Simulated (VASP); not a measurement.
# Tl (P6_3/mmc) in VASP: notebook

The runs below take Tl through single point, relaxation of cell and atoms, with PBE.

Program: VASP 6.6.1. These are calculated values, not measurements. Logs are shortened: lines on timing, memory, paths and dates and some standing lists are left out, and cuts for length are marked.

## 1. The cell of the first run

Symmetry: P6_3/mmc, No. 194, hexagonal system. The conventional cell has a = 3.618 Å, b = 3.618 Å, c = 5.554 Å, α = 90.00°, β = 90.00°, γ = 120.00°. Tl (site symmetry -6m2) has 12 Tl at 3.48 to 3.62 Å within 4.6 Å.

## 2. Single point, PBE

File INCAR:

```
ALGO     = Normal         # electronic algorithm
EDIFF    = 1E-6           # SCF threshold, eV
ENCUT    = 520            # plane-wave cutoff, eV
GGA      = PE             # functional
ISIF     = 2              # what is computed and relaxed
ISMEAR   = -1             # smearing method
LASPH    = True           # aspherical terms in the spheres
LCHARG   = False          # write CHGCAR
LREAL    = False          # projectors in reciprocal space
LWAVE    = False          # write WAVECAR
NBANDS   = 20             # bands
NELM     = 100            # most SCF steps
PREC     = Accurate       # precision mode
SIGMA    = 0.05           # smearing width, eV
```

File KPOINTS:

```
k-points
0
Gamma
  13 13 7
```

File POSCAR:

```
Tl
1.0
    3.6177722967      0.0000000000      0.0000000000
   -1.8088861484      3.1330827141      0.0000000000
    0.0000000000      0.0000000000      5.5544212281
Tl
2
Direct
    0.3333333333      0.6666666667      0.2500000000
    0.6666666667      0.3333333333      0.7500000000
```

Potentials or basis: VASP PAW PBE potentials, release 64 (Tl_d).

Launch:

```console
> cat potpaw_PBE.64/Tl_d/POTCAR > POTCAR
> mpirun -np 1 vasp_std > vasp.out
```

OUTCAR:

```text
EDIFF = 1E-6
   ENCUT = 520
   GGA = PE
   ISIF = 2
   ISMEAR = -1
   LASPH = True
   LREAL = False
   NELM = 100
   PREC = Accurate

 ion  position               nearest neighbor table
   1  0.333  0.667  0.250-   2 3.48   2 3.48   2 3.48   2 3.48   2 3.48   2 3.48
   2  0.667  0.333  0.750-   1 3.48   1 3.48   1 3.48   1 3.48   1 3.48   1 3.48

  LATTYP: Found a hexagonal cell.
 ALAT       =     3.6177722967
 C/A-ratio  =     1.5353153191

  Lattice vectors:

 A1 = (   3.6177722967,   0.0000000000,   0.0000000000)
 A2 = (  -1.8088861484,   3.1330827141,   0.0000000000)
 A3 = (   0.0000000000,   0.0000000000,   5.5544212281)

Analysis of symmetry for initial positions (statically):
=====================================================================
 Subroutine PRICEL returns:
 Original cell was already a primitive cell.

 Routine SETGRP: Setting up the symmetry group for a
 hexagonal supercell.

 Subroutine GETGRP returns: Found 24 space group operations
 (whereof 12 operations were pure point group operations)
 out of a pool of 24 trial point group operations.

The static configuration has the point symmetry D_3d.
 The point group associated with its full space group is D_6h.

Analysis of symmetry for dynamics (positions and initial velocities):
=====================================================================
 Subroutine PRICEL returns:
 Original cell was already a primitive cell.

 Routine SETGRP: Setting up the symmetry group for a
 hexagonal supercell.

 Subroutine GETGRP returns: Found 24 space group operations
 (whereof 12 operations were pure point group operations)
 out of a pool of 24 trial point group operations.

The dynamic configuration has the point symmetry D_3d.
 The point group associated with its full space group is D_6h.

 Subroutine INISYM returns: Found 24 space group operations
 (whereof 12 operations are pure point group operations),
 and found     1 'primitive' translations

----------------------------------------------------------------------------------------

                                     Primitive cell

  volume of cell :      62.9581

  direct lattice vectors                    reciprocal lattice vectors
     3.617772297  0.000000000  0.000000000     0.276413195  0.159587233  0.000000000
    -1.808886148  3.133082714  0.000000000     0.000000000  0.319174465  0.000000000
     0.000000000  0.000000000  5.554421228     0.000000000  0.000000000  0.180036760

  length of vectors
     3.617772297  3.617772297  5.554421228     0.319174465  0.319174465  0.180036760

  position of ions in fractional coordinates (direct lattice)
     0.333333333  0.666666667  0.250000000
     0.666666667  0.333333333  0.750000000

  ion indices of the primitive-cell ions
   primitive index   ion index
                 1           1
                 2           2

----------------------------------------------------------------------------------------

 KPOINTS: k-points

Automatic generation of k-mesh.
 Grid dimensions read from file:
 generate k-points for:   13   13    7

 Generating k-lattice:

  Cartesian coordinates                     Fractional coordinates (reciprocal lattice)
     0.021262553  0.012275941  0.000000000     0.076923077  0.000000000  0.000000000
     0.000000000  0.024551882  0.000000000     0.000000000  0.076923077  0.000000000
     0.000000000  0.000000000  0.025719537     0.000000000  0.000000000  0.142857143

  Length of vectors
     0.024551882  0.024551882  0.025719537

  Shift w.r.t. Gamma in fractional coordinates (k-lattice)
     0.000000000  0.000000000  0.000000000

 Subroutine IBZKPT returns following result:
 ===========================================

 Found     84 irreducible k-points:

 Following reciprocal coordinates:
            Coordinates               Weight
  0.000000  0.000000  0.000000      1.000000
  0.076923  0.000000  0.000000      6.000000
  0.153846  0.000000  0.000000      6.000000
  0.230769  0.000000  0.000000      6.000000
  0.307692  0.000000  0.000000      6.000000
  0.384615  0.000000  0.000000      6.000000
[... 16 lines left out ...]
  0.076923  0.000000  0.142857     12.000000
  0.153846  0.000000  0.142857     12.000000
 [... further k-points ...]
   k-points           NKPTS =     84   k-points in BZ     NKDIM =     84   number of bands    NBANDS=     20
   number of dos      NEDOS =    301   number of ions     NIONS =      2
   total plane-waves  NPLWV =  32928
   dimension x,y,z NGX =    28 NGY =   28 NGZ =   42
   dimension x,y,z NGXF=    56 NGYF=   56 NGZF=   84
   ions per type =               2
   NGX,Y,Z   is equivalent  to a cutoff of  12.87, 12.87, 12.57 a.u.
   NGXF,Y,Z  is equivalent  to a cutoff of  25.73, 25.73, 25.14 a.u.
 SYSTEM =  unknown system
   PREC   = accura    normal or accurate (medium, high low for compatibility)
   ISTART =      0    job   : 0-new  1-cont  2-samecut
   ICHARG =      2    charge: 1-file 2-atom 10-const
   ISPIN  =      1    spin polarized calculation?
   LNONCOLLINEAR =      F non collinear calculations
   LSORBIT =      F    spin-orbit coupling
   LASPH  =      T    aspherical Exc in radial PAW
   ENCUT  =  520.0 eV  38.22 Ry    6.18 a.u.   6.73  6.73 10.33*2*pi/ulx,y,z
   NELM   =    100;   NELMIN=  2; NELMDL= -5     # of ELM steps
   EDIFF  = 0.1E-05   stopping-criterion for ELM
   LREAL  =      F    real-space projection
   EDIFFG = 0.1E-04   stopping-criterion for IOM
   NSW    =      0    number of steps for IOM
   IBRION =     -1    ionic relax: 0-MD 1-quasi-New 2-CG
   NFREE  =      0    steps in history (QN), initial steepest desc. (CG)
   ISIF   =      2    stress and relaxation
   ISYM   =      2    0-nonsym 1-usesym 2-fastsym
   POTIM  = 0.5000    time-step for ionic-motion
   TEBEG  =    0.0;   TEEND  =   0.0 temperature during run
   PSTRESS=    0.0 pullay stress
   NELECT =      26.0000    total number of electrons
   NUPDOWN=      -1.0000    fix difference up-down
   EMIN   =  10.00;   EMAX   =-10.00  energy-range for DOS
   EFERMI =   0.00;   METHOD = LEGACY
   ISMEAR =    -1;   SIGMA  =   0.05  broadening in eV -4-tet -1-fermi 0-gaus
   EFERMI_NEDOS =   21; number of points for ismear=-14 and -15
   IALGO  =     38    algorithm
   IMIX   =      4    mixing-type and parameters
     AMIX     =   0.40;   BMIX     =  1.00
     AMIX_MAG =   1.60;   BMIX_MAG =  1.00
  volume/ion in A,a.u.               =      31.48       212.43
  Fermi-wavevector in a.u.,A,eV,Ry     =   1.219126  2.303814 20.221912  1.486269
  Thomas-Fermi vector in A             =   2.354389
   LORBIT       =      0    0 simple, 1 ext, 2 COOP (PROOUT), +10 PAW based schemes
   GGA     = PE    functional components
   LHFCALC =     F    Hartree Fock is set to
   AEXX    =    0.0000 exact exchange contribution
   IVDW    =     0    specifies the selected vdW correction
   LEPSILON=     F    determine dielectric tensor
   LRPA    =     F    only Hartree local field effects (RPA)
 non-spin polarized calculation
  energy-cutoff  :      520.00
  volume of cell :       62.96
 maximum number of plane-waves:      1725
 NGX is ok and might be reduce to    28

 number of electron      26.0000005 magnetization

 Free energy of the ion-electron system (eV)
  ---------------------------------------------------
  ext. energy  EPLUGINS =         0.00000000
  ---------------------------------------------------
  free energy    TOTEN  =        -4.46331041 eV

  energy without entropy =       -4.45739161  energy(sigma->0) =       -4.46035101

 E-fermi :   5.6151     XC(G=0):  -9.7159

 val. band max:        5.6039994448   @ k =   0.3846   0.0769   0.2857
 cond. band min:       5.6483709593   @ k =   0.3077   0.0769   0.0000
 fundamental gap:      0.0443715146
 Fermi energy:         5.6150535983

 k-point     1 :       0.0000    0.0000    0.0000
  band No.  band energies     occupation
      1      -6.0120      2.00000
      2      -5.8398      2.00000
      3      -5.8398      2.00000
      4      -5.8232      2.00000
      5      -5.7940      2.00000
      6      -5.7940      2.00000
[... 12 lines left out ...]
     19      15.4212      0.00000
     20      16.3863      0.00000

 k-point     2 :       0.0769    0.0000    0.0000
  band No.  band energies     occupation
      1      -6.0003      2.00000
      2      -5.8673      2.00000
      3      -5.8217      2.00000
      4      -5.8018      2.00000
      5      -5.8015      2.00000
      6      -5.7940      2.00000
[... 12 lines left out ...]
     19      16.0504      0.00000
     20      16.1003      0.00000

 k-point     3 :       0.1538    0.0000    0.0000
  band No.  band energies     occupation
      1      -5.9888      2.00000
      2      -5.8847      2.00000
      3      -5.8300      2.00000
      4      -5.8254      2.00000
      5      -5.7921      2.00000
      6      -5.7714      2.00000
[... 12 lines left out ...]
     19      15.0803      0.00000
     20      17.1521      0.00000

 k-point     4 :       0.2308    0.0000    0.0000
  band No.  band energies     occupation
      1      -6.0165      2.00000
      2      -5.8755      2.00000
      3      -5.8750      2.00000
      4      -5.8565      2.00000
      5      -5.7792      2.00000
      6      -5.7001      2.00000
[... 12 lines left out ...]
     19      14.5134      0.00000
     20      16.3076      0.00000

 k-point     5 :       0.3077    0.0000    0.0000
  band No.  band energies     occupation
      1      -6.0598      2.00000
      2      -5.9292      2.00000
      3      -5.8870      2.00000
      4      -5.8831      2.00000
      5      -5.7434      2.00000
      6      -5.6364      2.00000
[... 12 lines left out ...]
     19      13.9668      0.00000
     20      15.6701      0.00000
[... 353 lines left out ...]
      6      -5.7355      2.00000
[... 12 lines left out ...]
     19      12.1583      0.00000
     20      19.3588      0.00000

 k-point    22 :       0.0000    0.0000    0.1429
  band No.  band energies     occupation
      1      -5.9995      2.00000
      2      -5.8696      2.00000
      3      -5.8696      2.00000
      4      -5.8264      2.00000
      5      -5.8063      2.00000
      6      -5.8063      2.00000
[... 12 lines left out ...]
     19      15.4303      0.00000
     20      15.4467      0.00000

 k-point    23 :       0.0769    0.0000    0.1429
  band No.  band energies     occupation
      1      -5.9889      2.00000
      2      -5.8784      2.00000
      3      -5.8585      2.00000
      4      -5.8294      2.00000
      5      -5.8053      2.00000
      6      -5.7894      2.00000
[... 12 lines left out ...]
     19      15.7373      0.00000
     20      16.0437      0.00000

 k-point    24 :       0.1538    0.0000    0.1429
  band No.  band energies     occupation
      1      -5.9822      2.00000
      2      -5.8810      2.00000
      3      -5.8516      2.00000
      4      -5.8422      2.00000
      5      -5.8032      2.00000
      6      -5.7418      2.00000
[... 12 lines left out ...]
     19      15.3349      0.00000
     20      16.4885      0.00000

 [... further k-points ...]
[... 5 lines left out ...]
  --------------------------------------------------------------------------------------
  -------------------------------------------------------------------------------------
  Total       -0.0282268     -0.0282268     -0.0112703      0.0000000     -0.0000000      0.0000000
  in kB       -0.7183244     -0.7183244     -0.2868089      0.0000000     -0.0000000      0.0000000
  external PRESSURE =      -0.5744859 kB  Pullay stress =       0.0000000 kB

 VOLUME and BASIS-vectors are now :
 -----------------------------------------------------------------------------
  energy-cutoff  :      520.00
  volume of cell :       62.96
      direct lattice vectors                 reciprocal lattice vectors
     3.617772297  0.000000000  0.000000000     0.276413195  0.159587233  0.000000000
    -1.808886148  3.133082714  0.000000000     0.000000000  0.319174465  0.000000000
     0.000000000  0.000000000  5.554421228     0.000000000  0.000000000  0.180036760

 POSITION                                       TOTAL-FORCE (eV/Angst)
 -----------------------------------------------------------------------------------
     -0.00000      2.08872      1.38861         0.000000      0.000000      0.000000
      1.80889      1.04436      4.16582        -0.000000      0.000000      0.000000
 -----------------------------------------------------------------------------------
    total drift:                               -0.000000      0.000000      0.000000

  FREE ENERGIE OF THE ION-ELECTRON SYSTEM (eV)
  ---------------------------------------------------
  free  energy   TOTEN  =        -4.4633104139 eV

  energy  without entropy=       -4.4573916123  energy(sigma->0) =       -4.46035101
```

Wall time 32 s (1 thread of Intel Xeon 6975P-C (Granite Rapids), shared host); peak memory 0.22 GiB.

Results:

```
Free energy            : -4.4633 eV
Pressure               : -0.1 GPa
Band gap on the k mesh : zero (band 13 reaches 8.14 eV, above the bottom of band 14 at 4.05 eV)
```

Levels at points of the mesh, in eV from the Fermi level:
```csv
k point,band 10,band 11,band 12,band 13,band 14,band 15,band 16,band 17
"(0.00, 0.00, 0.00)",-11.10,-9.43,-4.80,-2.33,6.91,6.91,8.90,8.90
```

Caveat: spin-orbit coupling is left out, which moves the levels of the heavy elements.

## 3. Single point, PBE

File INCAR:

```
SYSTEM = Tl
PREC = Accurate
ENCUT = 520
EDIFF = 1E-7
ISMEAR = -1
SIGMA = 0.05
LREAL = .FALSE.
LASPH = .TRUE.
NELM = 100
ALGO = Normal
ISIF = 2
LWAVE = .FALSE.
LCHARG = .FALSE.
GGA = PE
NBANDS = 20
```

File KPOINTS:

```
Automatic mesh
0
G
  13 13 7
  0 0 0
```

POSCAR is that of step 2.

Potentials or basis: VASP PAW PBE potentials, release 64 (Tl_d).

Launch:

```console
> cat potpaw_PBE.64/Tl_d/POTCAR > POTCAR
> mpirun -np 1 vasp_std > vasp.out
```

Wall time 32 s (1 thread of Intel Xeon 6975P-C (Granite Rapids), shared host); peak memory 0.22 GiB.

The run converged. Its results:

```yaml
Free_energy: -4.4633 eV
Pressure: -0.1 GPa
Band_gap_on_the_k_mesh: zero (band 13 reaches 8.14 eV, above the bottom of band 14 at 4.05 eV)
```

Levels at points of the mesh, in eV from the Fermi level:
```tsv
k point	band 9	band 10	band 11	band 12	band 13	band 14	band 15	band 16	band 17	band 18
(0.00, 0.00, 0.00)	-11.10	-11.10	-9.43	-4.80	-2.33	6.91	6.91	8.90	8.90	9.77
```

Caveat: spin-orbit coupling is left out, which moves the levels of the heavy elements.

## 4. Relaxation of cell and atoms, PBE

This run uses another cell than the first one, of the same volume but with other edges.

File INCAR:

```
SYSTEM = Tl
PREC = Accurate
ENCUT = 600
EDIFF = 1E-6
ISMEAR = -1
SIGMA = 0.05
LREAL = .False.
LASPH = .True.
NELM = 60
ALGO = Normal
ISIF = 3
LWAVE = .False.
LCHARG = .False.
GGA = PE
IBRION = 2
NSW = 60
EDIFFG = -0.005
```

File KPOINTS:

```
Automatic mesh
0
Gamma
  13 13 7
  0 0 0
```

File POSCAR:

```
Tl
1.0
    3.5540505490      0.0000000000      0.0000000000
   -1.7770252745      3.0778980618      0.0000000000
    0.0000000000      0.0000000000      5.7575618894
Tl
2
Direct
    0.3333333333      0.6666666667      0.2500000000
    0.6666666667      0.3333333333      0.7500000000
```

Launch:

```console
> cat potpaw_PBE.64/Tl_d/POTCAR > POTCAR
> mpirun -np 1 vasp_std > vasp.out
```

It took 2.1 min on 1 thread of Intel Xeon 6975P-C (Granite Rapids), shared host; peak memory 0.26 GiB.

The run converged. Its results:

- Free energy: -4.4632 eV
- Relaxed volume: 31.48 Å³/atom
- Relaxed cell: a = 3.616 Å, b = 3.616 Å, c = 5.559 Å, α = 90.00°, β = 90.00°, γ = 120.00°
- Space group after relaxing (to 0.05 Å): P6_3/mmc (No. 194)
- Energy gained by relaxing: 5.1 meV/atom
- Ionic steps: 7
- Pressure after relaxing: 0.0 GPa
- Band gap on the k mesh: zero (band 13 reaches 8.13 eV, above the bottom of band 14 at 4.05 eV)

The path:
```
step  energy change (eV)  largest force (eV/Å)  pressure (GPa)  volume (Å³)
   1              0.0000                0.0000           -0.12        62.98
   2             -0.0032                0.0000            0.00        62.76
   3             -0.0090                0.0000            0.38        62.08
   4             -0.0101                0.0000            0.00        62.97
   5             -0.0102                0.0000            0.05        62.88
   6             -0.0102                0.0000            0.02        62.91
   7             -0.0102                0.0000           -0.01        62.95
```

Final structure:
```cif
data_structure
_symmetry_space_group_name_H-M 'P 1'
_symmetry_Int_Tables_number 1
_cell_length_a 3.6161
_cell_length_b 3.6161
_cell_length_c 5.5589
_cell_angle_alpha 90.000
_cell_angle_beta 90.000
_cell_angle_gamma 120.000
_cell_volume 62.95
loop_
_atom_site_label
_atom_site_type_symbol
_atom_site_fract_x
_atom_site_fract_y
_atom_site_fract_z
_atom_site_occupancy
Tl1 Tl 0.33333 0.66667 0.25000 1
Tl2 Tl 0.66667 0.33333 0.75000 1
```

Levels at points of the mesh, in eV from the Fermi level:
```tsv
k point	band 9	band 10	band 11	band 12	band 13	band 14	band 15	band 16	band 17
(0.00, 0.00, 0.00)	-11.10	-11.10	-9.43	-4.81	-2.34	6.92	6.92	8.91	8.91
```

Caveat: spin-orbit coupling is left out, which moves the levels of the heavy elements.
